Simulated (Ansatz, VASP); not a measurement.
# One calculation of Ga, two programs

POSCAR

```
Ga
1.0
    2.7400176563      0.0000000000      0.0000000000
    0.0000000000      2.7400176563      0.0000000000
    0.0000000000      0.0000000000      2.7400176563
Ga
1
Direct
    0.0000000000      0.0000000000      0.0000000000
```

Contents of INCAR.step1:

```
ALGO = Normal
EDIFF = 1E-4
ENCUT = 520
GGA = PE
ISMEAR = -1
LASPH = True
LCHARG = False
LREAL = False
LWAVE = True
NBANDS = 12
NELM = 80
PREC = Accurate
SIGMA = 0.1
```

Contents of INCAR.step2:

```
ALGO = Normal
EDIFF = 1E-7
ENCUT = 520
ISIF = 2
ISMEAR = -1
ISTART = 1
LASPH = True
LCHARG = False
LMIXTAU = True
LREAL = False
LWAVE = False
METAGGA = R2SCAN
NBANDS = 12
NELM = 80
PREC = Accurate
SIGMA = 0.1
```

Contents of KPOINTS:

```
k-points
0
Gamma
  13 13 13
```

Input for Ansatz:

```yaml
crystal:
  lattice:
    - [2.7400176563, 0.0, 0.0]
    - [0.0, 2.7400176563, 0.0]
    - [0.0, 0.0, 2.7400176563]
  atoms:
    - { symbol: Ga, position: [0.0, 0.0, 0.0] }
hamiltonian:
  xc: r2scan
  pseudopotentials:
    kind: paw
    azcp:
      Ga: "pseudopotentials/Ga.paw.azcp"
basis:
  ecutwfc: 500
  fft_grid_basis: typed
kpoints:
  mp_grid: { grid: [13, 13, 13], shift: [0, 0, 0] }
magnetization:
  spin_polarized: false
scf:
  occupations: { method: fermi_dirac, width: 0.1 }
  lower_state_search: "off"
output:
  stress: true
  write_density: true
  write_potential: true
  elf: true
  volumetric_format: npy
```

Alike in both runs: task single point; functional r2SCAN; k mesh 13 × 13 × 13; occupations fermi-dirac, width 0.1 eV; no spin polarisation.

|  | VASP | Ansatz |
| --- | --- | --- |
| version | VASP 6.6.1 | Ansatz 0.2.0 |
| potentials or method | VASP PAW PBE potentials, release 64 (Ga_d), cutoff 520 eV | plane waves (500 eV) with PAW, scalar-relativistic |
| valence electrons in the cell | 13 | 13 |

```tsv
	VASP	Ansatz	Ansatz less VASP
pressure (GPa)	-3.3	-3.5	-0.17
```

VASP's potentials were made for PBE, not for r2SCAN.
